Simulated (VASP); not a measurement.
Write the native input for VASP 6.6.1 that does the following.

```
Task                   : relaxation of cell and atoms
Functional             : PBE
Potentials or basis    : VASP PAW PBE potentials, release 64 (Tb_3, Ga_d, O), 4f in core
Cutoff                 : 600 eV
k mesh                 : 10 × 10 × 4
Occupations            : gaussian, width 0.1 eV
Spin                   : no spin polarisation
Dipole correction      : no
Further INCAR settings : ALGO = Normal; EDIFF = 1e-07; IBRION = 2; EDIFFG = -0.01; NSW = 100; ISIF = 3
```

The structure of TbGa2O3 lies in POSCAR:

```
TbGa2O3
1.0
    3.2019695775      0.0000000000      0.0000000000
    0.0000000000      3.2019695775      0.0000000000
    0.0000000000      0.0000000000      8.3861637183
Tb Ga O
1 2 3
Direct
    0.5000000000      0.5000000000      0.5000000000
    0.0000000000      0.0000000000      0.1558966624
    0.0000000000      0.0000000000      0.8441033376
    0.5000000000      0.5000000000      0.2228473316
    0.5000000000      0.5000000000      0.7771526684
    0.0000000000      0.0000000000      0.5000000000
```

The cell was generated, and may not be a known phase.

These files were run (other wordings do the same):

INCAR

```
SYSTEM = TbGa2O3
PREC = Accurate ; ENCUT = 600
EDIFF = 1E-7 ; ISMEAR = 0
SIGMA = 0.1 ; LREAL = .FALSE.
LASPH = .TRUE. ; NELM = 200
ALGO = Normal ; ISIF = 3
LWAVE = .FALSE. ; LCHARG = .FALSE.
GGA = PE ; IBRION = 2
NSW = 100 ; EDIFFG = -0.01
GGA_COMPAT = .FALSE. ; NELMIN = 4
LMAXMIX = 6
```

KPOINTS

```
regular mesh
0
G
  10 10 4
  0 0 0
```

Potentials or basis: VASP PAW PBE potentials, release 64 (Tb_3, Ga_d, O), 4f in core.

Run with:

```bash
$ cat potpaw_PBE.64/Tb_3/POTCAR potpaw_PBE.64/Ga_d/POTCAR potpaw_PBE.64/O/POTCAR > POTCAR
$ mpirun -np 1 vasp_std > vasp.out
```

It gave:

```yaml
Relaxed_volume: 14.38 Å³/atom
Relaxed_cell: a = 3.208 Å, b = 3.208 Å, c = 8.383 Å, α = 90.00°, β = 90.00°, γ = 90.00°
Space_group_after_relaxing_to_0.1_Å: P4/mmm (No. 123)
Energy_gained_by_relaxing: 0.2 meV/atom
Ionic_steps: 6
Pressure_after_relaxing: 0.1 GPa
Largest_force_after_relaxing: 0.005 eV/Å
Band_gap_on_the_k_mesh: zero (an odd number of electrons rules out a gap without spin polarisation)
```

Caveat: spin-orbit coupling is left out, which moves the levels of the heavy elements; the 4f electrons are frozen in the core, so they carry no moment and show no levels; an odd number of electrons without spin polarisation forces a metal; a magnetic or distorted state may lie lower; the run has no spin polarisation, though such a crystal can be magnetic.

Run time: 17 min on 1 thread of AMD EPYC 7R43 64-Core Processor (Zen 3), with other jobs on the host, peak memory 0.32 GiB.
